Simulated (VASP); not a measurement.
A run of VASP 6.6.1 is set up as follows.

INCAR

```
SYSTEM = HCl
ALGO = Normal
EDIFF = 1E-6
EDIFFG = -0.05
ENCUT = 600
GGA = PS
IBRION = 2
ISIF = 3
ISMEAR = 0
LASPH = .True.
LCHARG = .False.
LREAL = .False.
LWAVE = .False.
NELM = 60
NSW = 100
PREC = Accurate
SIGMA = 0.1
```

File KPOINTS:

```
k-points
0
Gamma
  6 6 6
  0 0 0
```

The input POSCAR:

```
HCl
1.0
    0.0000000000      2.7375000000      2.7375000000
    2.7375000000      0.0000000000      2.7375000000
    2.7375000000      2.7375000000      0.0000000000
H Cl
1 1
Direct
    0.0000000000      0.0000000000      0.0000000000
    0.5000000000      0.5000000000      0.5000000000
```

Potentials or basis: VASP PAW PBE potentials, release 64 (H, Cl).

Launch:

```sh
$ cat potpaw_PBE.64/H/POTCAR potpaw_PBE.64/Cl/POTCAR > POTCAR
$ mpirun -np 1 vasp_std > vasp.out
```

(1) What does it give for the space group after relaxing (to 0.1 Å)?

(2) Predict the relaxed cell.

(3) Predict the band gap on the k mesh.

## Answers

(1) Fm-3m (No. 225).

(2) a = 3.152 Å, b = 3.152 Å, c = 3.152 Å, α = 60.00°, β = 60.00°, γ = 60.00°.

(3) zero (bands 4 and 5 overlap by 1.47 eV).
